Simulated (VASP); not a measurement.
Here is a VASP 6.6.1 calculation.

Contents of INCAR:

```
SYSTEM = HfC5
PREC     = Accurate       ! precision mode
ENCUT    = 520            ! plane-wave cutoff, eV
EDIFF    = 1E-7           ! SCF threshold, eV
ISMEAR   = 0              ! smearing method
SIGMA    = 0.1            ! smearing width, eV
LREAL    = .False.        ! projectors in reciprocal space
LASPH    = .True.         ! aspherical terms in the spheres
NELM     = 60             ! most SCF steps
ALGO     = Normal         ! electronic algorithm
ISIF     = 2              ! what is computed and relaxed
LWAVE    = .False.        ! write WAVECAR
LCHARG   = .True.         ! write CHGCAR
GGA      = PE             ! functional
LELF     = .True.         ! ELF
LVHAR    = .True.       
NBANDS   = 42             ! bands
```

The input KPOINTS:

```
regular mesh
0
Gamma
  8 6 4
  0 0 0
```

File POSCAR:

```
HfC5
1.0
    4.3254248063      0.0000000000      0.0000000000
    0.0000000000      4.7969914885      0.0000000000
    0.0000000000      0.0000000000      8.2381556379
Hf C
2 10
Direct
    0.0000000000      0.0000000000      0.5000000000
    0.5000000000      0.5000000000      0.5000000000
    0.3344086786      0.5000000000      0.0000000000
    0.1655353422      0.7501531617      0.0000000000
    0.3344716725      0.0000000000      0.0000000000
    0.1655353422      0.2498468383      0.0000000000
    0.6655913214      0.5000000000      0.0000000000
    0.8344646578      0.2498468383      0.0000000000
    0.6655283275      0.0000000000      0.0000000000
    0.8344646578      0.7501531617      0.0000000000
    0.5000000000      0.0000000000      0.5000000000
    0.0000000000      0.5000000000      0.5000000000
```

Potentials or basis: VASP PAW PBE potentials, release 64 (Hf_pv, C).

The run is started by

```console
$ cat potpaw_PBE.64/Hf_pv/POTCAR potpaw_PBE.64/C/POTCAR > POTCAR
$ mpirun -np 1 vasp_std > vasp.out
```

Problem. Predict the band gap on the k mesh.

Solution. Zero (bands 30 and 31 overlap by 0.71 eV).

Problem. Predict the largest force.

Solution. 0.007 eV/Å.

Stress tensor (GPa, compression positive):
```
 0.09  0.00  0.00
 0.00  0.07  0.00
 0.00  0.00 -0.03
```

Caveat: spin-orbit coupling is left out, which moves the levels of the heavy elements.
